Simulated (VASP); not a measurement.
# MnSb (P6_3/mmc) in VASP: notebook, part 2 of 2

VASP 6.6.1. The steps go on from the part before.

### 3 Single point, PBE, collinear spin, antiferromagnetic start

File INCAR:

```
  PREC = Accurate
  ENCUT = 520
  EDIFF = 1E-6
  ISMEAR = -1
  SIGMA = 0.05
  LREAL = F
  LASPH = T
  NELM = 150
  ALGO = Normal
  ISIF = 2
  LWAVE = F
  LCHARG = F
  ISPIN = 2
  MAGMOM = 3.4 -3.4 0 0
  LORBIT = 11
  LMAXMIX = 4
  GGA = PE
  NBANDS = 30
```

File KPOINTS:

```
regular mesh
0
Gamma
  7 7 5
```

File POSCAR:

```
MnSb
1.0
    4.1500000000      0.0000000000      0.0000000000
   -2.0750000000      3.5940054257      0.0000000000
    0.0000000000      0.0000000000      5.7800000000
Mn Sb
2 2
Direct
    0.0000000000      0.0000000000      0.0000000000
    0.0000000000      0.0000000000      0.5000000000
    0.3333333333      0.6666666667      0.2500000000
    0.6666666667      0.3333333333      0.7500000000
```

Potentials or basis: VASP PAW PBE potentials, release 64 (Mn_pv, Sb).

Run with:

```bash
$ cat potpaw_PBE.64/Mn_pv/POTCAR potpaw_PBE.64/Sb/POTCAR > POTCAR
$ mpirun -np 1 vasp_std > vasp.out
```

OUTCAR:

```text
PREC = Accurate
   ENCUT = 520
   EDIFF = 1E-6
   ISMEAR = -1
   LREAL = F
   LASPH = T
   NELM = 150
   ISIF = 2
   ISPIN = 2
   LORBIT = 11
   GGA = PE

 ion  position               nearest neighbor table
   1  0.000  0.000  0.000-   3 2.80   4 2.80   3 2.80   4 2.80   4 2.80   3 2.80   2 2.89   2 2.89

   2  0.000  0.000  0.500-   3 2.80   4 2.80   3 2.80   4 2.80   4 2.80   3 2.80   1 2.89   1 2.89

   3  0.333  0.667  0.250-   1 2.80   2 2.80   1 2.80   2 2.80   1 2.80   2 2.80   4 3.75   4 3.75
                             4 3.75   4 3.75   4 3.75   4 3.75
   4  0.667  0.333  0.750-   1 2.80   2 2.80   1 2.80   2 2.80   1 2.80   2 2.80   3 3.75   3 3.75
                             3 3.75   3 3.75   3 3.75   3 3.75

  LATTYP: Found a hexagonal cell.
 ALAT       =     4.1500000000
 C/A-ratio  =     1.3927710843

  Lattice vectors:

 A1 = (   4.1500000000,   0.0000000000,   0.0000000000)
 A2 = (  -2.0750000000,   3.5940054257,   0.0000000000)
 A3 = (   0.0000000000,   0.0000000000,   5.7800000000)

Analysis of symmetry for initial positions (statically):
=====================================================================
 Subroutine PRICEL returns:
 Original cell was already a primitive cell.

 Routine SETGRP: Setting up the symmetry group for a
 hexagonal supercell.

 Subroutine GETGRP returns: Found 24 space group operations
 (whereof 12 operations were pure point group operations)
 out of a pool of 24 trial point group operations.

The static configuration has the point symmetry D_3d.
 The point group associated with its full space group is D_6h.

Analysis of symmetry for dynamics (positions and initial velocities):
=====================================================================
 Subroutine PRICEL returns:
 Original cell was already a primitive cell.

 Routine SETGRP: Setting up the symmetry group for a
 hexagonal supercell.

 Subroutine GETGRP returns: Found 24 space group operations
 (whereof 12 operations were pure point group operations)
 out of a pool of 24 trial point group operations.

The dynamic configuration has the point symmetry D_3d.
 The point group associated with its full space group is D_6h.

Analysis of structural, dynamic, and magnetic symmetry:
=====================================================================
 Subroutine PRICEL returns:
 Original cell was already a primitive cell.

 Routine SETGRP: Setting up the symmetry group for a
 hexagonal supercell.

 Subroutine GETGRP returns: Found 24 space group operations
 (whereof 12 operations were pure point group operations)
 out of a pool of 24 trial point group operations.

The overall configuration has the point symmetry D_3d.
 The point group associated with its full space group is D_6h.

 Subroutine INISYM returns: Found 24 space group operations
 (whereof 12 operations are pure point group operations),
 and found     1 'primitive' translations

----------------------------------------------------------------------------------------

                                     Primitive cell

  volume of cell :      86.2094

  direct lattice vectors                    reciprocal lattice vectors
[... 87 lines left out ...]
   LASPH  =      T    aspherical Exc in radial PAW
   ENCUT  =  520.0 eV  38.22 Ry    6.18 a.u.   7.72  7.72 10.75*2*pi/ulx,y,z
   NELM   =    150;   NELMIN=  2; NELMDL= -5     # of ELM steps
   EDIFF  = 0.1E-05   stopping-criterion for ELM
   LREAL  =      F    real-space projection
   EDIFFG = 0.1E-04   stopping-criterion for IOM
   NSW    =      0    number of steps for IOM
   IBRION =     -1    ionic relax: 0-MD 1-quasi-New 2-CG
   NFREE  =      0    steps in history (QN), initial steepest desc. (CG)
   ISIF   =      2    stress and relaxation
   ISYM   =      2    0-nonsym 1-usesym 2-fastsym
   POTIM  = 0.5000    time-step for ionic-motion
   TEBEG  =    0.0;   TEEND  =   0.0 temperature during run
   PSTRESS=    0.0 pullay stress
   NELECT =      36.0000    total number of electrons
   NUPDOWN=      -1.0000    fix difference up-down
   EMIN   =  10.00;   EMAX   =-10.00  energy-range for DOS
   EFERMI =   0.00;   METHOD = LEGACY
   ISMEAR =    -1;   SIGMA  =   0.05  broadening in eV -4-tet -1-fermi 0-gaus
   EFERMI_NEDOS =   21; number of points for ismear=-14 and -15
   IALGO  =     38    algorithm
   IMIX   =      4    mixing-type and parameters
     AMIX     =   0.40;   BMIX     =  1.00
     AMIX_MAG =   1.60;   BMIX_MAG =  1.00
  volume/ion in A,a.u.               =      21.55       145.44
  Fermi-wavevector in a.u.,A,eV,Ry     =   1.223651  2.312364 20.372288  1.497321
  Thomas-Fermi vector in A             =   2.358754
   LORBIT       =     11    0 simple, 1 ext, 2 COOP (PROOUT), +10 PAW based schemes
   GGA     = PE    functional components
   LHFCALC =     F    Hartree Fock is set to
   AEXX    =    0.0000 exact exchange contribution
   IVDW    =     0    specifies the selected vdW correction
   LEPSILON=     F    determine dielectric tensor
   LRPA    =     F    only Hartree local field effects (RPA)
 spin polarized calculation
  energy-cutoff  :      520.00
  volume of cell :       86.21
 maximum number of plane-waves:      2350
 NGX is ok and might be reduce to    32
   NGX = 15   NGY = 15   NGZ = 21

 number of electron      36.0000011 magnetization      -0.0000000

 number of electron      36.0000011 magnetization       0.0000000

 Free energy of the ion-electron system (eV)
  ---------------------------------------------------
  ext. energy  EPLUGINS =         0.00000000
  ---------------------------------------------------
  free energy    TOTEN  =       -26.10648986 eV

  energy without entropy =      -26.07513932  energy(sigma->0) =      -26.09081459

 E-fermi :   7.6078     XC(G=0): -10.6119

 val. band max:        7.5990096623   @ k =   0.1429   0.1429   0.2000
 cond. band min:       7.6451812405   @ k =   0.4286  -0.0000   0.2000
 fundamental gap:      0.0461715781
 Fermi energy:         7.6077717184

 spin component 1

 k-point     1 :       0.0000    0.0000    0.0000
  band No.  band energies     occupation
      1     -42.1726      1.00000
      2     -42.1726      1.00000
      3     -42.1515      1.00000
      4     -38.6826      1.00000
      5     -38.6680      1.00000
      6     -38.6680      1.00000
[... 781 lines left out ...]
     29      15.2895      0.00000
     30      15.6241      0.00000
 Fermi energy:         7.6077717184

 spin component 2

 k-point     1 :       0.0000    0.0000    0.0000
  band No.  band energies     occupation
      1     -42.1726      1.00000
      2     -42.1726      1.00000
      3     -42.1515      1.00000
      4     -38.6826      1.00000
      5     -38.6680      1.00000
      6     -38.6680      1.00000
[... 781 lines left out ...]
     29      15.2895      0.00000
     30      15.6241      0.00000

------------------------ aborting loop because EDIFF is reached ----------------------------------------

  FORCE on cell =-STRESS in cart. coord.  units (eV):
  Direction    XX          YY          ZZ          XY          YZ          ZX
  --------------------------------------------------------------------------------------
  -------------------------------------------------------------------------------------
  Total       -1.9739264     -1.9739264     -1.9221252      0.0000000     -0.0000000      0.0000000
  in kB      -36.6848610    -36.6848610    -35.7221496      0.0000000     -0.0000000      0.0000000
  external PRESSURE =     -36.3639572 kB  Pullay stress =       0.0000000 kB

 VOLUME and BASIS-vectors are now :
 -----------------------------------------------------------------------------
  energy-cutoff  :      520.00
  volume of cell :       86.21
      direct lattice vectors                 reciprocal lattice vectors
     4.150000000  0.000000000  0.000000000     0.240963855  0.139120547  0.000000000
    -2.075000000  3.594005426  0.000000000     0.000000000  0.278241094  0.000000000
     0.000000000  0.000000000  5.780000000     0.000000000  0.000000000  0.173010381

 POSITION                                       TOTAL-FORCE (eV/Angst)
 -----------------------------------------------------------------------------------
      0.00000      0.00000      0.00000        -0.000000      0.000000     -0.000000
      0.00000      0.00000      2.89000        -0.000000      0.000000     -0.000000
     -0.00000      2.39600      1.44500         0.000000      0.000000     -0.000000
      2.07500      1.19800      4.33500         0.000000     -0.000000      0.000000
 -----------------------------------------------------------------------------------
    total drift:                                0.000000     -0.000000      0.000000

  FREE ENERGIE OF THE ION-ELECTRON SYSTEM (eV)
  ---------------------------------------------------
  free  energy   TOTEN  =       -26.1064898572 eV

  energy  without entropy=      -26.0751393152  energy(sigma->0) =      -26.09081459

 total charge

# of ion       s       p       d       tot
------------------------------------------
    1        0.272   6.208   5.038  11.518
    2        0.272   6.208   5.038  11.518
    3        1.137   1.259   0.044   2.440
    4        1.137   1.259   0.044   2.440
--------------------------------------------------
tot          2.817  14.934  10.165  27.916

 magnetization (x)

# of ion       s       p       d       tot
------------------------------------------
    1        0.039   0.040   3.256   3.335
    2       -0.039  -0.040  -3.256  -3.335
    3        0.000   0.000   0.000   0.000
    4        0.000   0.000   0.000   0.000
--------------------------------------------------
tot         -0.000   0.000   0.000  -0.000
```

It took 3.1 min on 1 thread of Intel Xeon 8259CL, shared host; peak memory 0.3 GiB.

Results:

- Free energy: -26.1065 eV
- Pressure: -3.6 GPa
- Band gap on the k mesh: zero (filled and empty bands overlap)
- Net moment: 0.00 μB per cell
- Site moments: Mn +3.33, -3.33; Sb +0.00 μB
- Valence electrons inside the program's atomic spheres: Mn 11.52; Sb 2.44

Levels at points of the mesh, in eV from the Fermi level:
Spin up:
| k point | band 15 | band 16 | band 17 | band 18 | band 19 | band 20 | band 21 | band 22 |
| --- | --- | --- | --- | --- | --- | --- | --- | --- |
| (0.00, 0.00, 0.00) | -0.77 | -0.77 | 0.57 | 0.57 | 0.78 | 0.78 | 1.46 | 2.56 |
Spin down:
| k point | band 15 | band 16 | band 17 | band 18 | band 19 | band 20 | band 21 | band 22 |
| --- | --- | --- | --- | --- | --- | --- | --- | --- |
| (0.00, 0.00, 0.00) | -0.77 | -0.77 | 0.57 | 0.57 | 0.78 | 0.78 | 1.46 | 2.56 |

Caveat: the cell stands under tension; the antiferromagnetic order is the one typed at the start, and another may lie lower; spin-orbit coupling is left out, which moves the levels of the heavy elements.

The gap in the log of VASP goes by the Fermi energy; the results here count the filled bands.